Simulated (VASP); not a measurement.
Li2Rh, 3 atoms in the cell. The structure is trigonal, space group P-3m1 (No. 164). The conventional cell has a = 2.760 Å, b = 2.760 Å, c = 7.099 Å, α = 90.00°, β = 90.00°, γ = 120.00°. Li (site symmetry 3m) has 3 Rh at 2.62 Å and 9 Li at 2.76 to 3.34 Å within 3.5 Å. Rh (site symmetry -3m) has 6 Li at 2.62 Å and 6 Rh at 2.76 Å within 3.5 Å. 

- Program: VASP 6.6.1
- Task: single point
- Functional: PBE
- Potentials or basis: VASP PAW PBE potentials, release 64 (Li_sv, Rh_pv)
- Cutoff: 520 eV
- k mesh: 18 × 18 × 8
- Occupations: gaussian, width 0.1 eV
- Spin: no spin polarisation
- Dipole correction: no
- Further INCAR settings: ALGO = Fast; EDIFF = 1e-06; NBANDS = 18

Potentials or basis: VASP PAW PBE potentials, release 64 (Li_sv, Rh_pv).

Launch:

```sh
$ cat potpaw_PBE.64/Li_sv/POTCAR potpaw_PBE.64/Rh_pv/POTCAR > POTCAR
$ mpirun -np 1 vasp_std > vasp.out
```

Hardware: 1 thread of Intel Xeon 8259CL, on a shared host.

Problem. How long does it take, and how much memory?

Solution. It took 7 min on 1 thread of Intel Xeon 8259CL, on a shared host, peak memory 0.33 GiB. Counts: scf iterations 18, k points 266.
